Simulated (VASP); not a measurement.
# Zr (P6_3/mmc) in VASP: further runs, part 2 of 2

VASP 6.6.1. The steps go on from the part before.

### 3 Relaxation of cell and atoms, PBEsol, target pressure 14 GPa, at which the enthalpy is minimised

This run uses another cell than the first one, of 20.70 Å³/atom, 0.922 times its volume.

The input, INCAR:

```
SYSTEM = Zr
PREC = Accurate
ENCUT = 600
EDIFF = 1E-7
ISMEAR = 0
SIGMA = 0.05
LREAL = .FALSE.
LASPH = .TRUE.
NELM = 100
ALGO = Fast
ISIF = 3
LWAVE = .FALSE.
LCHARG = .FALSE.
GGA = PS
IBRION = 2
NSW = 80
EDIFFG = -0.01
PSTRESS = 140.0
```

The input, KPOINTS:

```
regular mesh
0
G
  16 16 10
  0 0 0
```

The input, POSCAR:

```
Zr
1.0
    3.0865292278      0.0000000000      0.0000000000
   -1.5432646139      2.6730127208      0.0000000000
    0.0000000000      0.0000000000      5.0186243388
Zr
2
Direct
    0.3333333333      0.6666666667      0.2500000000
    0.6666666667      0.3333333333      0.7500000000
```

Potentials or basis: VASP PAW PBE potentials, release 64 (Zr_sv).

The run is started by

```console
$ cat potpaw_PBE.64/Zr_sv/POTCAR > POTCAR
$ mpirun -np 1 vasp_std > vasp.out
```

OUTCAR:

```text
SYSTEM = Zr
   PREC = Accurate
   ENCUT = 600
   EDIFF = 1E-7
   ISMEAR = 0
   LREAL = .FALSE.
   LASPH = .TRUE.
   NELM = 100
   ISIF = 3
   GGA = PS
   IBRION = 2
   NSW = 80
   EDIFFG = -0.01
   PSTRESS = 140.0

 ion  position               nearest neighbor table
   1  0.333  0.667  0.250-   2 3.08   2 3.08   2 3.08   2 3.08   2 3.08   2 3.08
   2  0.667  0.333  0.750-   1 3.08   1 3.08   1 3.08   1 3.08   1 3.08   1 3.08

  LATTYP: Found a hexagonal cell.
 ALAT       =     3.0865292278
 C/A-ratio  =     1.6259766127

  Lattice vectors:

 A1 = (   3.0865292278,   0.0000000000,   0.0000000000)
 A2 = (  -1.5432646139,   2.6730127208,   0.0000000000)
 A3 = (   0.0000000000,   0.0000000000,   5.0186243388)

Analysis of symmetry for initial positions (statically):
=====================================================================
 Subroutine PRICEL returns:
 Original cell was already a primitive cell.

 Routine SETGRP: Setting up the symmetry group for a
 hexagonal supercell.

 Subroutine GETGRP returns: Found 24 space group operations
 (whereof 12 operations were pure point group operations)
 out of a pool of 24 trial point group operations.

The static configuration has the point symmetry D_3d.
 The point group associated with its full space group is D_6h.

Analysis of symmetry for dynamics (positions and initial velocities):
=====================================================================
 Subroutine PRICEL returns:
 Original cell was already a primitive cell.

 Routine SETGRP: Setting up the symmetry group for a
 hexagonal supercell.

 Subroutine GETGRP returns: Found 24 space group operations
 (whereof 12 operations were pure point group operations)
 out of a pool of 24 trial point group operations.

The dynamic configuration has the point symmetry D_3d.
 The point group associated with its full space group is D_6h.

 Subroutine INISYM returns: Found 24 space group operations
[... 119 lines left out ...]
  Fermi-wavevector in a.u.,A,eV,Ry     =   1.364981  2.579440 25.350002  1.863173
  Thomas-Fermi vector in A             =   2.491249
   LORBIT       =      0    0 simple, 1 ext, 2 COOP (PROOUT), +10 PAW based schemes
   GGA     = PS    functional components
   LHFCALC =     F    Hartree Fock is set to
   AEXX    =    0.0000 exact exchange contribution
   IVDW    =     0    specifies the selected vdW correction
   LEPSILON=     F    determine dielectric tensor
   LRPA    =     F    only Hartree local field effects (RPA)
 conjugate gradient relaxation of ions
 non-spin polarized calculation
 RMM-DIIS sequential band-by-band and
 Gauss-broadening in eV      SIGMA  =   0.05
  energy-cutoff  :      600.00
  volume of cell :       41.41
 maximum number of plane-waves:      1404
 NGX is ok and might be reduce to    28
   NGX = 13   NGY = 13   NGZ = 21

--------------------------------------- Ionic step        1  -------------------------------------------

 number of electron      24.0000000 magnetization

 Free energy of the ion-electron system (eV)
  ---------------------------------------------------
  ext. energy  EPLUGINS =         0.00000000
  ---------------------------------------------------
  free energy    TOTEN  =       -18.06713623 eV

  energy without entropy =      -18.06490088  energy(sigma->0) =      -18.06601856

------------------------ aborting loop because EDIFF is reached ----------------------------------------

  FORCE on cell =-STRESS in cart. coord.  units (eV):
  Direction    XX          YY          ZZ          XY          YZ          ZX
  --------------------------------------------------------------------------------------
  -------------------------------------------------------------------------------------
  Total        2.3512836      2.3512836      2.3498929      0.0000000     -0.0000000      0.0000000
  in kB       90.9828390     90.9828390     90.9290282      0.0000000     -0.0000000      0.0000000
  external PRESSURE =     -49.0350980 kB  Pullay stress =     140.0000000 kB
[... 177 lines left out ...]
--------------------------------------- Ionic step        6  -------------------------------------------

 number of electron      24.0000000 magnetization

 Free energy of the ion-electron system (eV)
  ---------------------------------------------------
  ext. energy  EPLUGINS =         0.00000000
  ---------------------------------------------------
  free energy    TOTEN  =       -17.95983654 eV

  energy without entropy =      -17.95787001  energy(sigma->0) =      -17.95885327

 E-fermi :  10.6915     XC(G=0): -11.9277

 val. band max:       10.6779464521   @ k =   0.2500   0.1875   0.4000
 cond. band min:      10.6921623687   @ k =   0.1250   0.0000   0.1000
 fundamental gap:      0.0142159166
 Fermi energy:        10.6915253622

 k-point     1 :       0.0000    0.0000    0.0000
  band No.  band energies     occupation
      1     -37.8000      2.00000
      2     -37.5362      2.00000
      3     -16.6351      2.00000
      4     -15.2317      2.00000
      5     -15.2317      2.00000
      6     -15.0765      2.00000
[... 433 lines left out ...]
      3     -16.1523      2.00000
      4     -16.0666      2.00000
      5     -16.0465      2.00000
      6     -15.6189      2.00000
[... 8 lines left out ...]
     15      11.9769      0.00000
     16      14.0148      0.00000

 [... further k-points ...]
[... 5 lines left out ...]
  --------------------------------------------------------------------------------------
  -------------------------------------------------------------------------------------
  Total        3.4909765      3.4909765      3.4906338      0.0000000      0.0000000      0.0000000
  in kB      140.1513586    140.1513586    140.1375989      0.0000000      0.0000000      0.0000000
  external PRESSURE =       0.1467721 kB  Pullay stress =     140.0000000 kB
[... 21 lines left out ...]
  energy  without entropy=      -17.9578700073  energy(sigma->0) =      -17.95885327

  enthalpy is  TOTEN    =       -14.4726301559 eV   P V=        3.4872063847

 reached required accuracy - stopping structural energy minimisation
```

Wall time 13 min (1 thread of Intel Xeon Platinum 8488C (Sapphire Rapids), shared host); peak memory 0.28 GiB.

Results:

```yaml
Free_energy: -17.9598 eV
Relaxed_volume: 19.95 Å³/atom
Relaxed_cell: a = 3.042 Å, b = 3.042 Å, c = 4.979 Å, α = 90.00°, β = 90.00°, γ = 120.00°
Space_group_after_relaxing_to_0.05_Å: P6_3/mmc (No. 194)
Energy_change_on_relaxing_the_enthalpy_is_what_falls: +53.6 meV/atom
Ionic_steps: 6
Pressure_after_relaxing: 14.0 GPa
Band_gap_on_the_k_mesh: zero (band 12 reaches 11.72 eV, above the bottom of band 13 at 10.39 eV)
```

The path:
| step | energy change (eV) | largest force (eV/Å) | pressure (GPa) | volume (Å³) |
| --- | --- | --- | --- | --- |
| 1 | 0.0000 | 0.0000 | 9.10 | 41.41 |
| 2 | 0.3578 | 0.0000 | 22.86 | 37.72 |
| 3 | 0.1030 | 0.0000 | 13.91 | 39.96 |
| 4 | 0.1054 | 0.0000 | 14.01 | 39.93 |
| 5 | 0.1064 | 0.0000 | 14.02 | 39.92 |
| 6 | 0.1073 | 0.0000 | 14.01 | 39.91 |

Final structure:
```
CELL_PARAMETERS angstrom
3.04220 0.00000 0.00000
-1.52110 2.63463 0.00000
0.00000 0.00000 4.97912
ATOMIC_POSITIONS crystal
Zr 0.33333 0.66667 0.25000
Zr 0.66667 0.33333 0.75000
```

Caveat: the cell is relaxed towards a set pressure, so the enthalpy falls and the energy may rise; the PAW data sets were made with another functional, which shifts forces and pressure a little.

### 4 Relaxation of cell and atoms, PBEsol, target pressure 9 GPa, at which the enthalpy is minimised

This run uses another cell than the first one, of 21.24 Å³/atom, 0.945 times its volume.

The input, INCAR:

```
SYSTEM = Zr
PREC     = Accurate       ! precision mode
ENCUT    = 600            ! plane-wave cutoff, eV
EDIFF    = 1E-6           ! SCF threshold, eV
ISMEAR   = 0              ! smearing method
SIGMA    = 0.05           ! smearing width, eV
LREAL    = .False.        ! projectors in reciprocal space
LASPH    = .True.         ! aspherical terms in the spheres
NELM     = 80             ! most SCF steps
ALGO     = Fast           ! electronic algorithm
ISIF     = 3              ! what is computed and relaxed
LWAVE    = .False.        ! write WAVECAR
LCHARG   = .False.        ! write CHGCAR
GGA      = PS             ! functional
IBRION   = 2              ! ionic algorithm
NSW      = 80             ! ionic steps
EDIFFG   = -0.01          ! ionic threshold
PSTRESS  = 90.0
```

The input, KPOINTS:

```
regular mesh
0
Gamma
  16 16 10
  0 0 0
```

The input, POSCAR:

```
Zr
1.0
    3.1192236085      0.0000000000      0.0000000000
   -1.5596118042      2.7013268851      0.0000000000
    0.0000000000      0.0000000000      5.0414368349
Zr
2
Direct
    0.3333333333      0.6666666667      0.2500000000
    0.6666666667      0.3333333333      0.7500000000
```

The run is started by

```console
$ cat potpaw_PBE.64/Zr_sv/POTCAR > POTCAR
$ mpirun -np 1 vasp_std > vasp.out
```

Wall time 13 min (1 thread of Intel Xeon Platinum 8488C (Sapphire Rapids), shared host); peak memory 0.27 GiB.

It converged, with:

* Free energy: -18.0687 eV
* Relaxed volume: 20.71 Å³/atom
* Relaxed cell: a = 3.087 Å, b = 3.087 Å, c = 5.018 Å, α = 90.00°, β = 90.00°, γ = 120.00°
* Space group after relaxing (to 0.05 Å): P6_3/mmc (No. 194)
* Energy change on relaxing (the enthalpy is what falls): +24.9 meV/atom
* Ionic steps: 9
* Pressure after relaxing: 9.1 GPa
* Band gap on the k mesh: zero (band 12 reaches 11.24 eV, above the bottom of band 13 at 9.91 eV)

The path:
```tsv
step	energy change (eV)	largest force (eV/Å)	pressure (GPa)	volume (Å³)
1	0.0000	0.0000	6.08	42.48
2	0.1397	0.0000	13.36	40.14
3	0.0469	0.0000	8.92	41.48
4	0.0483	0.0000	9.09	41.45
5	0.0490	0.0000	9.06	41.44
6	0.0494	0.0000	9.05	41.43
7	0.0502	0.0000	9.07	41.42
8	0.0498	0.0000	9.07	41.42
9	0.0498	0.0000	9.06	41.42
```

Final structure:
```
Zr
1.0
     3.08737    0.00000    0.00000
    -1.54369    2.67375    0.00000
     0.00000    0.00000    5.01810
Zr
2
Direct
  0.33333 0.66667 0.25000
  0.66667 0.33333 0.75000
```

Levels at points of the mesh, in eV from the Fermi level:
```tsv
k point	band 9	band 10	band 11	band 12	band 13	band 14	band 15	band 16
(0.00, 0.00, 0.00)	-5.86	-3.39	0.84	0.88	0.88	1.51	1.64	1.64
(0.50, 0.00, 0.00)	-3.04	-2.70	-2.57	0.15	0.61	0.78	1.56	5.74
(0.00, 0.00, 0.50)	-4.05	-4.05	-0.07	-0.07	0.82	0.82	0.82	0.82
(0.50, 0.00, 0.50)	-3.27	-3.27	-1.39	-1.39	2.13	2.13	2.51	2.51
```

Caveat: the cell is relaxed towards a set pressure, so the enthalpy falls and the energy may rise; the PAW data sets were made with another functional, which shifts forces and pressure a little.

### 5 Summary

```csv
task,cell,cutoff (eV),gap on the mesh (eV),pressure (GPa)
single point,"a = 3.186, b = 3.186, c = 5.113 Å, angles 90.0, 90.0, 120.0°, 2 atoms",520,none,0.1
relaxation of cell and atoms,"relaxed to 14 GPa from a = 3.087, b = 3.087, c = 5.019 Å, angles 90.0, 90.0, 120.0°, 2 atoms",600,none,14.0
relaxation of cell and atoms,"relaxed to 9 GPa from a = 3.119, b = 3.119, c = 5.041 Å, angles 90.0, 90.0, 120.0°, 2 atoms",600,none,9.1
```

Alike in all rows: level PBEsol; potentials or basis VASP PAW PBE potentials, release 64 (Zr_sv); no spin polarisation; k mesh 16 × 16 × 10; smearing gaussian 0.05 eV.

Caveats: the PAW data sets were made with another functional, which shifts forces and pressure a little; the cell is relaxed towards a set pressure, so the enthalpy falls and the energy may rise (some runs).

Total energies depend on the potentials used, so only differences within one code and one set of settings carry meaning.
